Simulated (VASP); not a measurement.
# NaGeBr3 (Pm-3m) in VASP: further runs, part 2 of 2

VASP 6.6.1. The steps go on from the part before.

## (3) Single point, PBE

This run uses another cell than the first one, of 32.79 Å³/atom, 1.096 times its volume.

Input file INCAR:

```
ALGO     = Normal         # electronic algorithm
EDIFF    = 1E-6           # SCF threshold, eV
ENCUT    = 520            # plane-wave cutoff, eV
GGA      = PE             # functional
ISIF     = 2              # what is computed and relaxed
ISMEAR   = -1             # smearing method
LASPH    = T              # aspherical terms in the spheres
LCHARG   = T              # write CHGCAR
LELF     = T              # ELF
LREAL    = F              # projectors in reciprocal space
LVHAR    = T            
LWAVE    = F              # write WAVECAR
NBANDS   = 29             # bands
NELM     = 60             # most SCF steps
PREC     = Accurate       # precision mode
SIGMA    = 0.02           # smearing width, eV
```

Input file KPOINTS:

```
k-points
0
Gamma
  6 6 6
```

Input file POSCAR:

```
NaGeBr3
1.0
    5.4732132055      0.0000000000      0.0000000000
    0.0000000000      5.4732132055      0.0000000000
    0.0000000000      0.0000000000      5.4732132055
Na Ge Br
1 1 3
Direct
    0.0000000000      0.0000000000      0.0000000000
    0.5000000000      0.5000000000      0.5000000000
    0.5000000000      0.5000000000      0.0000000000
    0.5000000000      0.0000000000      0.5000000000
    0.0000000000      0.5000000000      0.5000000000
```

Potentials or basis: VASP PAW PBE potentials, release 64 (Na_pv, Ge_d, Br).

Started as:

```
$ cat potpaw_PBE.64/Na_pv/POTCAR potpaw_PBE.64/Ge_d/POTCAR potpaw_PBE.64/Br/POTCAR > POTCAR
$ mpirun -np 1 vasp_std > vasp.out
```

OUTCAR:

```text
EDIFF = 1E-6
   ENCUT = 520
   GGA = PE
   ISIF = 2
   ISMEAR = -1
   LASPH = T
   LREAL = F
   NELM = 60
   PREC = Accurate

 ion  position               nearest neighbor table
   1  0.000  0.000  0.000-
   2  0.500  0.500  0.500-   3 2.74   4 2.74   5 2.74   3 2.74   4 2.74   5 2.74
   3  0.500  0.500  0.000-   2 2.74   2 2.74
   4  0.500  0.000  0.500-   2 2.74   2 2.74
   5  0.000  0.500  0.500-   2 2.74   2 2.74

  LATTYP: Found a simple cubic cell.
 ALAT       =     5.4732132055

  Lattice vectors:

 A1 = (   5.4732132055,   0.0000000000,   0.0000000000)
 A2 = (   0.0000000000,   5.4732132055,   0.0000000000)
 A3 = (   0.0000000000,   0.0000000000,   5.4732132055)

Analysis of symmetry for initial positions (statically):
=====================================================================
 Subroutine PRICEL returns:
 Original cell was already a primitive cell.

 Routine SETGRP: Setting up the symmetry group for a
 simple cubic supercell.

 Subroutine GETGRP returns: Found 48 space group operations
 (whereof 48 operations were pure point group operations)
 out of a pool of 48 trial point group operations.

The static configuration has the point symmetry O_h .

Analysis of symmetry for dynamics (positions and initial velocities):
=====================================================================
 Subroutine PRICEL returns:
 Original cell was already a primitive cell.

 Routine SETGRP: Setting up the symmetry group for a
 simple cubic supercell.

 Subroutine GETGRP returns: Found 48 space group operations
 (whereof 48 operations were pure point group operations)
 out of a pool of 48 trial point group operations.

[... 115 lines left out ...]
   EFERMI =   0.00;   METHOD = LEGACY
   ISMEAR =    -1;   SIGMA  =   0.02  broadening in eV -4-tet -1-fermi 0-gaus
   EFERMI_NEDOS =   21; number of points for ismear=-14 and -15
   IALGO  =     38    algorithm
   IMIX   =      4    mixing-type and parameters
     AMIX     =   0.40;   BMIX     =  1.00
     AMIX_MAG =   1.60;   BMIX_MAG =  1.00
  volume/ion in A,a.u.               =      32.79       221.29
  Fermi-wavevector in a.u.,A,eV,Ry     =   1.039718  1.964782 14.708082  1.081014
  Thomas-Fermi vector in A             =   2.174261
   LORBIT       =      0    0 simple, 1 ext, 2 COOP (PROOUT), +10 PAW based schemes
   GGA     = PE    functional components
   LHFCALC =     F    Hartree Fock is set to
   AEXX    =    0.0000 exact exchange contribution
   IVDW    =     0    specifies the selected vdW correction
   LEPSILON=     F    determine dielectric tensor
   LRPA    =     F    only Hartree local field effects (RPA)
 non-spin polarized calculation
  energy-cutoff  :      520.00
  volume of cell :      163.96
 maximum number of plane-waves:      4468
 NGX is ok and might be reduce to    42
   NGX = 21   NGY = 21   NGZ = 21

 number of electron      42.0000049 magnetization

 Free energy of the ion-electron system (eV)
  ---------------------------------------------------
  ext. energy  EPLUGINS =         0.00000000
  ---------------------------------------------------
  free energy    TOTEN  =       -14.96814709 eV

  energy without entropy =      -14.96814691  energy(sigma->0) =      -14.96814700

 E-fermi :   1.9565     XC(G=0):  -7.6119

 val. band max:        1.7549336200   @ k =   0.5000   0.5000   0.5000
 cond. band min:       2.1801265625   @ k =   0.5000   0.5000   0.5000
 fundamental gap:      0.4251929425
 Fermi energy:         1.9565240591

 k-point     1 :       0.0000    0.0000    0.0000
  band No.  band energies     occupation
      1     -23.9761      2.00000
      2     -23.9761      2.00000
      3     -23.9761      2.00000
      4     -23.7592      2.00000
      5     -23.7592      2.00000
      6     -23.7459      2.00000
[... 629 lines left out ...]
     28       8.0845      0.00000
     29       8.4168      0.00000

------------------------ aborting loop because EDIFF is reached ----------------------------------------

  FORCE on cell =-STRESS in cart. coord.  units (eV):
  Direction    XX          YY          ZZ          XY          YZ          ZX
  --------------------------------------------------------------------------------------
  -------------------------------------------------------------------------------------
  Total        0.4194620      0.4194620      0.4194620     -0.0000000      0.0000000     -0.0000000
  in kB        4.0989833      4.0989833      4.0989833     -0.0000000      0.0000000     -0.0000000
  external PRESSURE =       4.0989833 kB  Pullay stress =       0.0000000 kB

 VOLUME and BASIS-vectors are now :
 -----------------------------------------------------------------------------
  energy-cutoff  :      520.00
  volume of cell :      163.96
      direct lattice vectors                 reciprocal lattice vectors
     5.473213205  0.000000000  0.000000000     0.182708030  0.000000000  0.000000000
     0.000000000  5.473213205  0.000000000     0.000000000  0.182708030  0.000000000
     0.000000000  0.000000000  5.473213205     0.000000000  0.000000000  0.182708030

 POSITION                                       TOTAL-FORCE (eV/Angst)
 -----------------------------------------------------------------------------------
      0.00000      0.00000      0.00000         0.000000      0.000000      0.000000
      2.73661      2.73661      2.73661         0.000000      0.000000      0.000000
      2.73661      2.73661      0.00000         0.000000      0.000000      0.000000
      2.73661      0.00000      2.73661         0.000000      0.000000      0.000000
      0.00000      2.73661      2.73661         0.000000      0.000000      0.000000
 -----------------------------------------------------------------------------------
    total drift:                                0.000000     -0.000000     -0.000000

  FREE ENERGIE OF THE ION-ELECTRON SYSTEM (eV)
  ---------------------------------------------------
  free  energy   TOTEN  =       -14.9681470901 eV

  energy  without entropy=      -14.9681469093  energy(sigma->0) =      -14.96814700
```

OSZICAR:

```text
N       E                     dE             d eps       ncg     rms          rms(c)
DAV:   1     0.391765842666E+03    0.39177E+03   -0.19315E+04  1402   0.189E+03
DAV:   2     0.422974940028E+02   -0.34947E+03   -0.33619E+03  1324   0.527E+02
DAV:   3    -0.128641882326E+02   -0.55162E+02   -0.53768E+02  1371   0.149E+02
DAV:   4    -0.154421550661E+02   -0.25780E+01   -0.25682E+01  1379   0.397E+01
DAV:   5    -0.154984095426E+02   -0.56254E-01   -0.56240E-01  1417   0.564E+00    0.547E+00
DAV:   6    -0.150418281027E+02    0.45658E+00   -0.64173E-01  1571   0.472E+00    0.297E+00
DAV:   7    -0.149746239634E+02    0.67204E-01   -0.25898E-01  1464   0.237E+00    0.123E+00
DAV:   8    -0.149686400856E+02    0.59839E-02   -0.41362E-02  1253   0.171E+00    0.404E-01
DAV:   9    -0.149681851234E+02    0.45496E-03   -0.18979E-03  1459   0.475E-01    0.218E-01
DAV:  10    -0.149681852848E+02   -0.16140E-06   -0.26425E-03  1289   0.440E-01    0.389E-02
DAV:  11    -0.149681424961E+02    0.42789E-04   -0.23975E-04  1465   0.173E-01    0.182E-02
DAV:  12    -0.149681463045E+02   -0.38084E-05   -0.24961E-05  1415   0.380E-02    0.352E-03
DAV:  13    -0.149681470901E+02   -0.78556E-06   -0.19505E-06  1212   0.148E-02
   1 F= -.14968147E+02 E0= -.14968147E+02  d E =-.180746E-06
```

Run time: 48 s. Hardware: 1 thread of Intel Xeon 6975P-C (Granite Rapids), shared host; peak memory 0.3 GiB.

Results:

| Item | Value |
| --- | --- |
| Free energy | -14.9681 eV |
| Pressure | 0.4 GPa |
| Band gap on the k mesh | 0.43 eV, direct |

A k mesh can miss the band edges. Expect the measured gap to be larger: semilocal functionals such as PBE lack the derivative discontinuity.

## (4) Single point, PBE (strain +1.5%)

Input file INCAR:

```
SYSTEM = NaGeBr3
  ALGO = Normal
  EDIFF = 1E-7
  ENCUT = 520
  GGA = PE
  ISIF = 2
  ISMEAR = -1
  LASPH = .True.
  LCHARG = .True.
  LELF = .True.
  LREAL = .False.
  LVHAR = .True.
  LWAVE = .False.
  NBANDS = 29
  NELM = 60
  PREC = Accurate
  SIGMA = 0.02
```

Input file KPOINTS:

```
k-points
0
Gamma
  6 6 6
  0 0 0
```

POSCAR: that of step 3 with these lines changed.

```diff
@@ -2,5 +2,5 @@
 1.0
-    5.4732132055      0.0000000000      0.0000000000
-    0.0000000000      5.4732132055      0.0000000000
-    0.0000000000      0.0000000000      5.4732132055
+    5.5553114036      0.0000000000      0.0000000000
+    0.0000000000      5.5553114036      0.0000000000
+    0.0000000000      0.0000000000      5.5553114036
 Na Ge Br
```

Started as:

```
$ cat potpaw_PBE.64/Na_pv/POTCAR potpaw_PBE.64/Ge_d/POTCAR potpaw_PBE.64/Br/POTCAR > POTCAR
$ mpirun -np 1 vasp_std > vasp.out
```

It took 54 s on 1 thread of Intel Xeon 6975P-C (Granite Rapids), shared host; peak memory 0.3 GiB.

Results (log left out):

| Item | Value |
| --- | --- |
| Free energy | -14.9632 eV |
| Pressure | -0.6 GPa |
| Band gap on the k mesh | 0.64 eV, direct |

Levels at points of the mesh, in eV from the valence-band top:
| k point | band 19 | band 20 | band 21 | band 22 | band 23 | band 24 |
| --- | --- | --- | --- | --- | --- | --- |
| (0.00, 0.00, 0.00) | -2.37 | -2.37 | -2.37 | 1.39 | 5.31 | 5.31 |
| (0.50, 0.00, 0.00) | -2.39 | -2.39 | -1.74 | 1.48 | 3.02 | 3.72 |
| (0.50, 0.50, 0.00) | -2.77 | -1.84 | -0.85 | 1.15 | 1.15 | 3.17 |
| (0.50, 0.50, 0.50) | -1.83 | -1.83 | 0.00 | 0.64 | 0.64 | 0.64 |

Caveat: the cell differs from its parent crystal (strain +1.5%).

## (5) Overview

```csv
cell,gap on the mesh (eV),pressure (GPa)
"a = 5.309 Å, 5 atoms",none,3.1
"a = 5.473 Å, 5 atoms",0.43,0.4
"a = 5.555 Å, 5 atoms",0.64,-0.6
```

Alike in all rows: task single point; level PBE; potentials or basis VASP PAW PBE potentials, release 64 (Na_pv, Ge_d, Br); no spin polarisation; k mesh 6 × 6 × 6; cutoff (eV) 520; smearing fermi-dirac 0.02 eV.

Total energies depend on the potentials used, so only differences within one code and one set of settings carry meaning.
